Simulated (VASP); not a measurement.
# Ge2Sb2Se (P-3m1) in VASP: further runs, part 2 of 2

VASP 6.6.1. Earlier steps stand in the parts before.

## Step 3: Single point, PBE

This run uses another cell than the first one, of 30.44 Å³/atom, 1.132 times its volume.

File INCAR:

```
SYSTEM = Ge2Sb2Se
ALGO = Normal
EDIFF = 1E-6
ENCUT = 520
GGA = PE
ISIF = 2
ISMEAR = 0
LASPH = .True.
LCHARG = .False.
LREAL = .False.
LWAVE = .False.
NBANDS = 30
NELM = 60
PREC = Accurate
SIGMA = 0.1
```

File KPOINTS:

```
k-points
0
Gamma
  6 6 2
  0 0 0
```

File POSCAR:

```
Ge2Sb2Se
1.0
    4.3022518013      0.0000000000      0.0000000000
   -2.1511259006      3.7258593534      0.0000000000
    0.0000000000      0.0000000000      9.4953285052
Ge Sb Se
2 2 1
Direct
    0.0000000000      0.0000000000      0.2477313018
    0.0000000000      0.0000000000      0.7522686982
    0.3333333333      0.6666666667      0.1221370409
    0.6666666667      0.3333333333      0.8778629591
    0.0000000000      0.0000000000      0.5000000000
```

Potentials or basis: VASP PAW PBE potentials, release 64 (Ge_d, Sb, Se).

Started as:

```
cat potpaw_PBE.64/Ge_d/POTCAR potpaw_PBE.64/Sb/POTCAR potpaw_PBE.64/Se/POTCAR > POTCAR
mpirun -np 1 vasp_std > vasp.out
```

OUTCAR:

```text
SYSTEM = Ge2Sb2Se
   EDIFF = 1E-6
   ENCUT = 520
   GGA = PE
   ISIF = 2
   ISMEAR = 0
   LASPH = .True.
   LREAL = .False.
   NELM = 60
   PREC = Accurate

 ion  position               nearest neighbor table
   1  0.000  0.000  0.248-   5 2.40   3 2.76   3 2.76   3 2.76
   2  0.000  0.000  0.752-   5 2.40   4 2.76   4 2.76   4 2.76
   3  0.333  0.667  0.122-   1 2.76   1 2.76   1 2.76   4 3.40   4 3.40   4 3.40
   4  0.667  0.333  0.878-   2 2.76   2 2.76   2 2.76   3 3.40   3 3.40   3 3.40
   5  0.000  0.000  0.500-   1 2.40   2 2.40

  LATTYP: Found a hexagonal cell.
[... 653 lines left out ...]
  -------------------------------------------------------------------------------------
  Total        0.0526250      0.0526250      0.2619378      0.0000000      0.0000000      0.0000000
  in kB        0.5539497      0.5539497      2.7572516      0.0000000      0.0000000      0.0000000
  external PRESSURE =       1.2883837 kB  Pullay stress =       0.0000000 kB

 VOLUME and BASIS-vectors are now :
 -----------------------------------------------------------------------------
  energy-cutoff  :      520.00
  volume of cell :      152.21
      direct lattice vectors                 reciprocal lattice vectors
     4.302251801  0.000000000  0.000000000     0.232436418  0.134197229  0.000000000
    -2.151125901  3.725859353  0.000000000     0.000000000  0.268394458  0.000000000
     0.000000000  0.000000000  9.495328505     0.000000000  0.000000000  0.105314945

 POSITION                                       TOTAL-FORCE (eV/Angst)
 -----------------------------------------------------------------------------------
      0.00000      0.00000      2.35229         0.000000     -0.000000     -0.000872
      0.00000      0.00000      7.14304         0.000000      0.000000      0.000872
     -0.00000      2.48391      1.15973        -0.000000     -0.000000     -0.024055
      2.15113      1.24195      8.33560        -0.000000      0.000000      0.024055
      0.00000      0.00000      4.74766        -0.000000      0.000000      0.000000
 -----------------------------------------------------------------------------------
    total drift:                                0.000000     -0.000000      0.000000

  FREE ENERGIE OF THE ION-ELECTRON SYSTEM (eV)
  ---------------------------------------------------
  free  energy   TOTEN  =       -19.9983569297 eV

  energy  without entropy=      -19.9870780519  energy(sigma->0) =      -19.99271749
```

Wall time 38 s (1 thread of Intel Xeon 6975P-C (Granite Rapids), shared host); peak memory 0.27 GiB.

Results:

* Free energy: -19.9984 eV
* Pressure: 0.1 GPa
* Largest force: 0.024 eV/Å
* Band gap on the k mesh: zero (band 22 reaches 4.19 eV, above the bottom of band 23 at 3.58 eV)

Forces on the atoms (eV/Å):
```
Ge   0.000  0.000 -0.001
Ge   0.000  0.000  0.001
Sb   0.000  0.000 -0.024
Sb   0.000  0.000  0.024
Se   0.000  0.000  0.000
```

Stress tensor (GPa, compression positive):
```
0.06 0.00 0.00
0.00 0.06 0.00
0.00 0.00 0.28
```

Caveat: spin-orbit coupling is left out, which moves the levels of the heavy elements.

## Step 4: Relaxation of cell and atoms, PBE

File INCAR:

```
SYSTEM = Ge2Sb2Se
ALGO = Normal
EDIFF = 1E-6
EDIFFG = -0.04
ENCUT = 600
GGA = PE
IBRION = 2
ISIF = 3
ISMEAR = 0
LASPH = .TRUE.
LCHARG = .FALSE.
LREAL = .FALSE.
LWAVE = .FALSE.
NELM = 100
NSW = 90
PREC = Accurate
SIGMA = 0.1
```

File KPOINTS:

```
k-points
0
G
  6 6 2
  0 0 0
```

File POSCAR:

```
Ge2Sb2Se
1.0
    4.4171871200      0.0000000000      0.0000000000
   -2.2085935600      3.8253962600      0.0000000000
    0.0000000000      0.0000000000      7.9581950500
Ge Sb Se
2 2 1
Direct
    0.0000000000      0.0000000000      0.2795328700
    0.0000000000      0.0000000000      0.7204671300
    0.3333333300      0.6666666700      0.1966173100
    0.6666666700      0.3333333300      0.8033826900
    0.0000000000      0.0000000000      0.5000000000
```

Started as:

```
cat potpaw_PBE.64/Ge_d/POTCAR potpaw_PBE.64/Sb/POTCAR potpaw_PBE.64/Se/POTCAR > POTCAR
mpirun -np 1 vasp_std > vasp.out
```

Wall time 21 min (1 thread of Intel Xeon 6975P-C (Granite Rapids), shared host); peak memory 0.35 GiB.

The run converged. Its results:

* Free energy: -19.9952 eV
* Relaxed volume: 30.48 Å³/atom
* Relaxed cell: a = 4.307 Å, b = 4.307 Å, c = 9.487 Å, α = 90.00°, β = 90.00°, γ = 120.00°
* Space group after relaxing (to 0.05 Å): P-3m1 (No. 164)
* Energy gained by relaxing: 2359.6 meV/atom
* Ionic steps: 42
* Pressure after relaxing: 0.0 GPa
* Largest force after relaxing: 0.035 eV/Å
* Band gap on the k mesh: zero (band 22 reaches 4.19 eV, above the bottom of band 23 at 3.57 eV)

Forces in eV/Å, atoms in the order of the input:
```
Ge   0.000  0.000  0.008
Ge   0.000  0.000 -0.008
Sb   0.000  0.000  0.035
Sb   0.000  0.000 -0.035
Se   0.000  0.000  0.000
```

The path:
```
step  energy change (eV)  largest force (eV/Å)  pressure (GPa)  volume (Å³)
   1              0.0000               23.4640           41.64       134.47
   3             -6.6943                0.1014           -3.92       268.58
   5             -7.5037                0.3161           -1.64       233.39
   7             -9.8397                0.7394            3.05       157.80
   9             -9.9497                0.6593            4.72       152.41
  11            -10.4362                0.5617           -0.52       170.12
  13            -10.4406                0.5552           -0.98       172.38
  15            -10.5166                0.8035            0.30       166.82
  17            -10.7058                1.0886            0.84       162.72
  19            -10.7997                1.0764            6.40       144.62
  21            -11.0649                0.7337            2.81       152.60
  23            -11.3043                0.2517            1.89       152.81
  25            -11.3485                0.4627            1.44       154.10
  27            -11.4111                0.8891           -1.82       165.35
  29            -11.4644                0.7172           -0.89       161.22
  31            -11.6770                0.2402            0.43       156.32
  33            -11.7291                0.2875            0.86       153.19
  35            -11.7547                0.5960            0.93       151.69
  37            -11.7742                0.5067           -0.01       152.54
  39            -11.7973                0.0685            0.01       152.16
  41            -11.7975                0.0572            0.00       152.21
  42            -11.7979                0.0354            0.02       152.38
```

Final structure:
```
Ge Sb Se
1.0
     4.30671    0.00000    0.00000
    -2.15335    3.72972    0.00000
     0.00000    0.00000    9.48661
Ge Sb Se
2 2 1
Direct
  0.00000 0.00000 0.24719
  0.00000 0.00000 0.75281
  0.33333 0.66667 0.12075
  0.66667 0.33333 0.87925
  0.00000 0.00000 0.50000
```

Levels at points of the mesh, in eV from the Fermi level:
```csv
k point,band 20,band 21,band 22,band 23,band 24,band 25
"(0.00, 0.00, 0.00)",-1.14,-0.31,0.13,0.13,1.74,1.74
"(0.50, 0.00, 0.00)",-1.71,-0.98,-0.70,0.40,0.98,2.38
"(0.00, 0.00, 0.50)",-0.86,-0.26,-0.26,-0.15,1.48,2.39
"(0.50, 0.00, 0.50)",-2.11,-1.28,-0.47,-0.21,1.87,2.24
```

Caveat: the k points lie up to 0.33 Å⁻¹ apart in the final cell; spin-orbit coupling is left out, which moves the levels of the heavy elements; this functional lacks dispersion, which binds the layers, so the pressure and a relaxed spacing across them are unreliable.

## Step 5: Single point, PBE

This run uses another cell than the first one, of 30.39 Å³/atom, 1.130 times its volume.

File INCAR:

```
PREC = Accurate ; ENCUT = 520
EDIFF = 1E-6 ; ISMEAR = 0
SIGMA = 0.1 ; LREAL = F
LASPH = T ; NELM = 60
ALGO = Normal ; ISIF = 2
LWAVE = F ; LCHARG = T
GGA = PE ; LELF = T
LVHAR = T ; NBANDS = 30
```

File KPOINTS:

```
Automatic mesh
0
Gamma
  12 12 4
```

File POSCAR:

```
Ge2Sb2Se
1.0
    4.2738438366      0.0000000000      0.0000000000
   -2.1369219183      3.7012573343      0.0000000000
    0.0000000000      0.0000000000      9.6045011904
Ge Sb Se
2 2 1
Direct
    0.0000000000      0.0000000000      0.2500033739
    0.0000000000      0.0000000000      0.7499966261
    0.3333333333      0.6666666667      0.1199738664
    0.6666666667      0.3333333333      0.8800261336
    0.0000000000      0.0000000000      0.5000000000
```

Started as:

```
cat potpaw_PBE.64/Ge_d/POTCAR potpaw_PBE.64/Sb/POTCAR potpaw_PBE.64/Se/POTCAR > POTCAR
mpirun -np 1 vasp_std > vasp.out
```

Wall time 2.6 min (1 thread of Intel Xeon 6975P-C (Granite Rapids), shared host); peak memory 0.46 GiB.

The run converged. Its results:

| Property | Result |
| --- | --- |
| Free energy | -19.9613 eV |
| Pressure | 0.0 GPa |
| Largest force | 0.017 eV/Å |
| Band gap on the k mesh | zero (band 22 reaches 4.21 eV, above the bottom of band 23 at 3.20 eV) |

Forces in eV/Å, atoms in the order of the input:
```
Ge   0.000  0.000  0.010
Ge   0.000  0.000 -0.010
Sb   0.000  0.000 -0.017
Sb   0.000  0.000  0.017
Se   0.000  0.000  0.000
```

Stress tensor (GPa, compression positive):
```
-0.02  0.00  0.00
 0.00 -0.02  0.00
 0.00  0.00  0.07
```

Levels at points of the mesh, in eV from the Fermi level:
```csv
k point,band 19,band 20,band 21,band 22,band 23,band 24,band 25,band 26
"(0.00, 0.00, 0.00)",-1.03,-1.03,-0.18,0.18,0.18,1.81,1.81,2.04
"(0.50, 0.00, 0.00)",-2.81,-1.65,-1.05,-0.70,0.37,0.97,2.40,3.25
"(0.00, 0.00, 0.50)",-0.73,-0.73,-0.22,-0.22,0.04,1.56,2.44,2.44
"(0.50, 0.00, 0.50)",-2.24,-2.05,-1.35,-0.55,-0.21,1.86,2.24,2.77
```

Caveat: spin-orbit coupling is left out, which moves the levels of the heavy elements.

## Step 6: The runs side by side

| task | cell | k mesh | cutoff (eV) | gap on the mesh (eV) | pressure (GPa) | largest force (eV/Å) |
| --- | --- | --- | --- | --- | --- | --- |
| single point | a = 4.417, b = 4.417, c = 7.958 Å, angles 90.0, 90.0, 120.0°, 5 atoms | 6 × 6 × 2 | 520 | none | 41.6 | 23.47 |
| single point | a = 4.302, b = 4.302, c = 9.495 Å, angles 90.0, 90.0, 120.0°, 5 atoms | 6 × 6 × 2 | 520 | none | 0.1 | 0.02 |
| relaxation of cell and atoms | relaxed from a = 4.417, b = 4.417, c = 7.958 Å, angles 90.0, 90.0, 120.0°, 5 atoms | 6 × 6 × 2 | 600 | none | 0.0 | 0.04 |
| single point | a = 4.274, b = 4.274, c = 9.605 Å, angles 90.0, 90.0, 120.0°, 5 atoms | 12 × 12 × 4 | 520 | none | 0.0 | 0.02 |

Alike in all rows: level PBE; potentials or basis VASP PAW PBE potentials, release 64 (Ge_d, Sb, Se); no spin polarisation; smearing gaussian 0.1 eV.

Caveats: some runs use coarse meshes; spin-orbit coupling is left out, which moves the levels of the heavy elements; this functional lacks dispersion, which binds the layers, so the pressure and a relaxed spacing across them are unreliable (some runs); forces of over 1 eV/Å act on the atoms, so gaps and moduli don't describe the material at rest (some runs).

Total energies depend on the potentials used, so only differences within one code and one set of settings carry meaning.
